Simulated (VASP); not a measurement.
Wanted: the native input for a VASP 6.6.1 run.

```
Task                   : single point
Functional             : PBE
Potentials or basis    : VASP PAW PBE potentials, release 64 (Ca_sv, V_sv, Ag, O)
Cutoff                 : 520 eV
k mesh                 : 3 × 4 × 3
Occupations            : fermi-dirac, width 0.02 eV
Spin                   : no spin polarisation
Dipole correction      : no
Further INCAR settings : LREAL = Auto; ALGO = Normal; EDIFF = 1e-06; NBANDS = 136
```

The structure of CaVAgO4 lies in POSCAR:

```
CaVAgO4
1.0
    7.0325500000      0.0000000000      0.0000000000
    0.0000000000      5.8668400000      0.0000000000
    0.0000000000      0.0000000000      9.3856000000
Ca V Ag O
4 4 4 16
Direct
    0.9982046730      0.2500000000      0.7326968198
    0.5017953270      0.7500000000      0.2326968198
    0.4982046730      0.2500000000      0.7673031802
    0.0017953270      0.7500000000      0.2673031802
    0.2413197300      0.2500000000      0.3964506788
    0.2586802700      0.7500000000      0.8964506788
    0.7413197300      0.2500000000      0.1035493212
    0.7586802700      0.7500000000      0.6035493212
    0.2128486741      0.2500000000      0.0629531469
    0.2871513259      0.7500000000      0.5629531469
    0.7128486741      0.2500000000      0.4370468531
    0.7871513259      0.7500000000      0.9370468531
    0.5283496498      0.2500000000      0.0179579269
    0.9716503502      0.7500000000      0.5179579269
    0.0283496498      0.2500000000      0.4820420731
    0.4716503502      0.7500000000      0.9820420731
    0.2420993793      0.5075005102      0.7893805604
    0.2579006207      0.4924994898      0.2893805604
    0.7420993793      0.9924994898      0.7106194396
    0.7579006207      0.0075005102      0.2106194396
    0.7579006207      0.4924994898      0.2106194396
    0.7420993793      0.5075005102      0.7106194396
    0.2579006207      0.0075005102      0.2893805604
    0.2420993793      0.9924994898      0.7893805604
    0.4174836767      0.2500000000      0.5227585741
    0.0825163233      0.7500000000      0.0227585741
    0.9174836767      0.2500000000      0.9772414259
    0.5825163233      0.7500000000      0.4772414259
```

One way to write it, as run:

INCAR

```
SYSTEM = CaVAgO4
PREC = Accurate
ENCUT = 520
EDIFF = 1E-6
ISMEAR = -1
SIGMA = 0.02
LREAL = Auto
LASPH = .True.
NELM = 100
ALGO = Normal
ISIF = 2
LWAVE = .False.
LCHARG = .False.
GGA = PE
NBANDS = 136
```

KPOINTS

```
Automatic mesh
0
Gamma
  3 4 3
  0 0 0
```

Potentials or basis: VASP PAW PBE potentials, release 64 (Ca_sv, V_sv, Ag, O).

Run with:

```sh
$ cat potpaw_PBE.64/Ca_sv/POTCAR potpaw_PBE.64/V_sv/POTCAR potpaw_PBE.64/Ag/POTCAR potpaw_PBE.64/O/POTCAR > POTCAR
$ mpirun -np 1 vasp_std > vasp.out
```

Results of the run:

```
Pressure               : 3.3 GPa
Largest force          : 0.160 eV/Å
Band gap on the k mesh : 2.15 eV, indirect (least direct gap 2.38 eV)
```

Run time: 22 min on 1 thread of Intel(R) Xeon(R) Platinum 8259CL CPU @ 2.50GHz (Skylake/Cascade Lake), with other jobs on the host, peak memory 0.68 GiB.
